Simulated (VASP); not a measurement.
# AlCo (P4/mmm) in VASP: single point with r2SCAN

Aim: the single point of AlCo with r2SCAN.

All numbers are computed with VASP 6.6.1; they aren't measurements. Logs are shortened: lines on timing, memory, paths and dates and some standing lists are left out, and cuts for length are marked.

### 1 The cell of the first run

Symmetry: P4/mmm, No. 123, tetragonal system. The conventional cell has a = 2.597 Å, b = 2.597 Å, c = 3.404 Å, α = 90.00°, β = 90.00°, γ = 90.00°. Al (site symmetry 4/mmm) has 8 Co at 2.50 Å and 6 Al at 2.60 to 3.40 Å within 3.5 Å. Within 3.5 Å of Co (site symmetry 4/mmm) lie 8 Al at 2.50 Å and 6 Co at 2.60 to 3.40 Å.

### 2 Single point, r2SCAN, collinear spin, ferromagnetic start

File POSCAR:

```
AlCo
1.0
    2.5967645682      0.0000000000      0.0000000000
    0.0000000000      2.5967645682      0.0000000000
    0.0000000000      0.0000000000      3.4036164162
Al Co
1 1
Direct
    0.5000000000      0.5000000000      0.5000000000
    0.0000000000      0.0000000000      0.0000000000
```

File INCAR.step1:

```
SYSTEM = AlCo
PREC = Accurate
ENCUT = 520
ISMEAR = 0
SIGMA = 0.1
LREAL = .FALSE.
LASPH = .TRUE.
NELM = 150
ISPIN = 2
MAGMOM = 0 3
LMAXMIX = 4
NBANDS = 17
GGA = PE
ALGO = Normal
EDIFF = 1E-4
LWAVE = .TRUE.
LCHARG = .FALSE.
```

File INCAR.step2:

```
SYSTEM = AlCo
PREC = Accurate
ENCUT = 520
EDIFF = 1E-7
ISMEAR = 0
SIGMA = 0.1
LREAL = .FALSE.
LASPH = .TRUE.
NELM = 150
ALGO = Normal
ISIF = 2
LWAVE = .FALSE.
LCHARG = .FALSE.
ISPIN = 2
MAGMOM = 0 3
LORBIT = 11
LMAXMIX = 4
METAGGA = R2SCAN
LMIXTAU = .TRUE.
NBANDS = 17
ISTART = 1
```

File KPOINTS:

```
regular mesh
0
G
  8 8 6
  0 0 0
```

Potentials or basis: VASP PAW PBE potentials, release 64 (Al, Co).

On the command line:

```
$ cat potpaw_PBE.64/Al/POTCAR potpaw_PBE.64/Co/POTCAR > POTCAR
$ cp INCAR.step1 INCAR
$ mpirun -np 1 vasp_std > vasp.out
$ cp INCAR.step2 INCAR
$ mpirun -np 1 vasp_std > vasp.out
```

OUTCAR:

```text
SYSTEM = AlCo
   PREC = Accurate
   ENCUT = 520
   EDIFF = 1E-7
   ISMEAR = 0
   LREAL = .FALSE.
   LASPH = .TRUE.
   NELM = 150
   ISIF = 2
   ISPIN = 2
   LORBIT = 11
   METAGGA = R2SCAN
   ISTART = 1

 ion  position               nearest neighbor table
   1  0.500  0.500  0.500-   2 2.50   2 2.50   2 2.50   2 2.50   2 2.50   2 2.50   2 2.50   2 2.50

   2  0.000  0.000  0.000-   1 2.50   1 2.50   1 2.50   1 2.50   1 2.50   1 2.50   1 2.50   1 2.50

  LATTYP: Found a simple tetragonal cell.
 ALAT       =     2.5967645682
 C/A-ratio  =     1.3107142857

  Lattice vectors:

 A1 = (   2.5967645682,   0.0000000000,   0.0000000000)
 A2 = (   0.0000000000,   2.5967645682,   0.0000000000)
 A3 = (   0.0000000000,   0.0000000000,   3.4036164162)

Analysis of symmetry for initial positions (statically):
=====================================================================
 Subroutine PRICEL returns:
 Original cell was already a primitive cell.

 Routine SETGRP: Setting up the symmetry group for a
 simple tetragonal supercell.

 Subroutine GETGRP returns: Found 16 space group operations
 (whereof 16 operations were pure point group operations)
 out of a pool of 16 trial point group operations.

The static configuration has the point symmetry D_4h.

Analysis of symmetry for dynamics (positions and initial velocities):
=====================================================================
 Subroutine PRICEL returns:
 Original cell was already a primitive cell.

 Routine SETGRP: Setting up the symmetry group for a
 simple tetragonal supercell.

 Subroutine GETGRP returns: Found 16 space group operations
 (whereof 16 operations were pure point group operations)
 out of a pool of 16 trial point group operations.

The dynamic configuration has the point symmetry D_4h.

Analysis of structural, dynamic, and magnetic symmetry:
=====================================================================
 Subroutine PRICEL returns:
 Original cell was already a primitive cell.

 Routine SETGRP: Setting up the symmetry group for a
 simple tetragonal supercell.

 Subroutine GETGRP returns: Found 16 space group operations
 (whereof 16 operations were pure point group operations)
 out of a pool of 16 trial point group operations.

The overall configuration has the point symmetry D_4h.

 Subroutine INISYM returns: Found 16 space group operations
 (whereof 16 operations are pure point group operations),
 and found     1 'primitive' translations

----------------------------------------------------------------------------------------

                                     Primitive cell

  volume of cell :      22.9512

  direct lattice vectors                    reciprocal lattice vectors
     2.596764568  0.000000000  0.000000000     0.385094595  0.000000000  0.000000000
     0.000000000  2.596764568  0.000000000     0.000000000  0.385094595  0.000000000
     0.000000000  0.000000000  3.403616416     0.000000000  0.000000000  0.293805141

  length of vectors
     2.596764568  2.596764568  3.403616416     0.385094595  0.385094595  0.293805141

  position of ions in fractional coordinates (direct lattice)
     0.500000000  0.500000000  0.500000000
     0.000000000  0.000000000  0.000000000

  ion indices of the primitive-cell ions
   primitive index   ion index
                 1           1
                 2           2

----------------------------------------------------------------------------------------

 KPOINTS: regular mesh

Automatic generation of k-mesh.
 Grid dimensions read from file:
 generate k-points for:    8    8    6

 Generating k-lattice:

  Cartesian coordinates                     Fractional coordinates (reciprocal lattice)
     0.048136824  0.000000000  0.000000000     0.125000000  0.000000000  0.000000000
     0.000000000  0.048136824  0.000000000     0.000000000  0.125000000  0.000000000
     0.000000000  0.000000000  0.048967523     0.000000000  0.000000000  0.166666667

  Length of vectors
     0.048136824  0.048136824  0.048967523

  Shift w.r.t. Gamma in fractional coordinates (k-lattice)
     0.000000000  0.000000000  0.000000000

 Subroutine IBZKPT returns following result:
 ===========================================

 Found     60 irreducible k-points:

 Following reciprocal coordinates:
            Coordinates               Weight
  0.000000  0.000000  0.000000      1.000000
  0.125000  0.000000  0.000000      4.000000
  0.250000  0.000000  0.000000      4.000000
  0.375000  0.000000  0.000000      4.000000
  0.500000  0.000000  0.000000      2.000000
  0.125000  0.125000  0.000000      4.000000
[... 16 lines left out ...]
  0.375000  0.125000  0.166667     16.000000
  0.500000  0.125000  0.166667      8.000000
 [... further k-points ...]
   k-points           NKPTS =     60   k-points in BZ     NKDIM =     60   number of bands    NBANDS=     17
   number of dos      NEDOS =    301   number of ions     NIONS =      2
   total plane-waves  NPLWV =  11200
   dimension x,y,z NGX =    20 NGY =   20 NGZ =   28
   dimension x,y,z NGXF=    40 NGYF=   40 NGZF=   56
   ions per type =               1   1
   NGX,Y,Z   is equivalent  to a cutoff of  12.80, 12.80, 13.68 a.u.
   NGXF,Y,Z  is equivalent  to a cutoff of  25.61, 25.61, 27.35 a.u.
 SYSTEM =  AlCo
   PREC   = accura    normal or accurate (medium, high low for compatibility)
   ISTART =      1    job   : 0-new  1-cont  2-samecut
   ICHARG =      0    charge: 1-file 2-atom 10-const
   ISPIN  =      2    spin polarized calculation?
   LNONCOLLINEAR =      F non collinear calculations
   LSORBIT =      F    spin-orbit coupling
   LASPH  =      T    aspherical Exc in radial PAW
   ENCUT  =  520.0 eV  38.22 Ry    6.18 a.u.   4.83  4.83  6.33*2*pi/ulx,y,z
   NELM   =    150;   NELMIN=  2; NELMDL=  0     # of ELM steps
   EDIFF  = 0.1E-06   stopping-criterion for ELM
   LREAL  =      F    real-space projection
   EDIFFG = 0.1E-05   stopping-criterion for IOM
   NSW    =      0    number of steps for IOM
   IBRION =     -1    ionic relax: 0-MD 1-quasi-New 2-CG
   NFREE  =      0    steps in history (QN), initial steepest desc. (CG)
   ISIF   =      2    stress and relaxation
   ISYM   =      2    0-nonsym 1-usesym 2-fastsym
   POTIM  = 0.5000    time-step for ionic-motion
   TEBEG  =    0.0;   TEEND  =   0.0 temperature during run
   PSTRESS=    0.0 pullay stress
   NELECT =      12.0000    total number of electrons
   NUPDOWN=      -1.0000    fix difference up-down
   EMIN   =  10.00;   EMAX   =-10.00  energy-range for DOS
   EFERMI =   0.00;   METHOD = LEGACY
   ISMEAR =     0;   SIGMA  =   0.10  broadening in eV -4-tet -1-fermi 0-gaus
   EFERMI_NEDOS =   21; number of points for ismear=-14 and -15
   IALGO  =     38    algorithm
   IMIX   =      4    mixing-type and parameters
     AMIX     =   0.40;   BMIX     =  1.00
     AMIX_MAG =   1.60;   BMIX_MAG =  1.00
  volume/ion in A,a.u.               =      11.48        77.44
  Fermi-wavevector in a.u.,A,eV,Ry     =   1.318864  2.492291 23.666002  1.739402
  Thomas-Fermi vector in A             =   2.448803
   LORBIT       =     11    0 simple, 1 ext, 2 COOP (PROOUT), +10 PAW based schemes
   METAGGA = R2SCAN    functional components
   LHFCALC =     F    Hartree Fock is set to
   AEXX    =    0.0000 exact exchange contribution
   IVDW    =     0    specifies the selected vdW correction
   LEPSILON=     F    determine dielectric tensor
   LRPA    =     F    only Hartree local field effects (RPA)
 spin polarized calculation
 Gauss-broadening in eV      SIGMA  =   0.10
  energy-cutoff  :      520.00
  volume of cell :       22.95
 maximum number of plane-waves:       644
 NGX is ok and might be reduce to    20
   NGX =  9   NGY =  9   NGZ = 13

 number of electron      12.0000004 magnetization       0.2675115

 Free energy of the ion-electron system (eV)
  ---------------------------------------------------
  ext. energy  EPLUGINS =         0.00000000
  ---------------------------------------------------
  free energy    TOTEN  =       -20.65620110 eV

  energy without entropy =      -20.64877720  energy(sigma->0) =      -20.65248915

 E-fermi :  10.2403     XC(G=0): -13.2997

 val. band max:       10.2368368463   @ k =   0.5000   0.0000   0.3333
 cond. band min:      10.2406134996   @ k =   0.1250   0.1250   0.3333
 fundamental gap:      0.0037766533
 Fermi energy:        10.2402995976

 spin component 1

 k-point     1 :       0.0000    0.0000    0.0000
  band No.  band energies     occupation
      1      -1.2283      1.00000
      2       6.9722      1.00000
      3       7.6171      1.00000
      4       9.5548      1.00000
      5       9.5548      1.00000
      6       9.8623      1.00000
[... 9 lines left out ...]
     16      35.8442      0.00000
     17      35.8464      0.00000
[... 441 lines left out ...]
 k-point    24 :       0.5000    0.1250    0.1667
  band No.  band energies     occupation
      1       4.5676      1.00000
      2       4.8048      1.00000
      3       7.5089      1.00000
      4       8.2624      1.00000
      5       9.0614      1.00000
      6       9.3629      1.00000
[... 9 lines left out ...]
     16      33.7437      0.00000
     17      35.2739      0.00000

 [... further k-points ...]

 spin component 2

 k-point     1 :       0.0000    0.0000    0.0000
  band No.  band energies     occupation
      1      -1.2691      1.00000
      2       7.2606      1.00000
      3       7.7516      1.00000
      4       9.7943      1.00000
      5       9.7943      1.00000
      6      10.6561      0.00000
[... 9 lines left out ...]
     16      35.9650      0.00000
     17      36.0061      0.00000
[... 441 lines left out ...]
 k-point    24 :       0.5000    0.1250    0.1667
  band No.  band energies     occupation
      1       4.5801      1.00000
      2       4.7993      1.00000
      3       7.6913      1.00000
      4       8.5508      1.00000
      5       9.6008      1.00000
      6       9.6875      1.00000
[... 9 lines left out ...]
     16      33.8132      0.00000
     17      35.3529      0.00000

 [... further k-points ...]

------------------------ aborting loop because EDIFF is reached ----------------------------------------

  FORCE on cell =-STRESS in cart. coord.  units (eV):
  Direction    XX          YY          ZZ          XY          YZ          ZX
  --------------------------------------------------------------------------------------
  -------------------------------------------------------------------------------------
  Total        1.3686002      1.3686002     -2.0223164      0.0000000      0.0000000      0.0000000
  in kB       95.5391623     95.5391623   -141.1737374      0.0000000      0.0000000      0.0000000
  external PRESSURE =      16.6348624 kB  Pullay stress =       0.0000000 kB

 VOLUME and BASIS-vectors are now :
 -----------------------------------------------------------------------------
  energy-cutoff  :      520.00
  volume of cell :       22.95
      direct lattice vectors                 reciprocal lattice vectors
     2.596764568  0.000000000  0.000000000     0.385094595  0.000000000  0.000000000
     0.000000000  2.596764568  0.000000000     0.000000000  0.385094595  0.000000000
     0.000000000  0.000000000  3.403616416     0.000000000  0.000000000  0.293805141

 POSITION                                       TOTAL-FORCE (eV/Angst)
 -----------------------------------------------------------------------------------
      1.29838      1.29838      1.70181         0.000000      0.000000      0.000000
      0.00000      0.00000      0.00000         0.000000      0.000000      0.000000
 -----------------------------------------------------------------------------------
    total drift:                                0.000000      0.000000     -0.000000

  FREE ENERGIE OF THE ION-ELECTRON SYSTEM (eV)
  ---------------------------------------------------
  free  energy   TOTEN  =       -20.6562010955 eV

  energy  without entropy=      -20.6487771985  energy(sigma->0) =      -20.65248915

 total charge

# of ion       s       p       d       tot
------------------------------------------
    1        0.404   0.460   0.000   0.864
    2        0.481   0.543   7.470   8.495
--------------------------------------------------
tot          0.885   1.004   7.470   9.359

 magnetization (x)

# of ion       s       p       d       tot
------------------------------------------
    1       -0.002  -0.005   0.000  -0.007
    2        0.004   0.005   0.284   0.293
--------------------------------------------------
tot          0.002  -0.000   0.284   0.285
```

Wall time 85 s (1 thread of Intel Xeon 6975P-C (Granite Rapids), shared host); peak memory 0.17 GiB.

Results:

| Item | Value |
| --- | --- |
| Free energy | -20.6562 eV |
| Pressure | 1.7 GPa |
| Net moment | 0.27 μB per cell |
| Site moments | Al -0.01; Co +0.29 μB |
| Valence electrons inside the program's atomic spheres | Al 0.86; Co 8.49 |

Stress tensor (GPa, compression positive):
```
  9.55   0.00   0.00
  0.00   9.55   0.00
  0.00   0.00 -14.12
```

Caveat: the stress differs along the axes, from -14 to 10 GPa; the PAW data sets were made with another functional, which shifts forces and pressure a little.
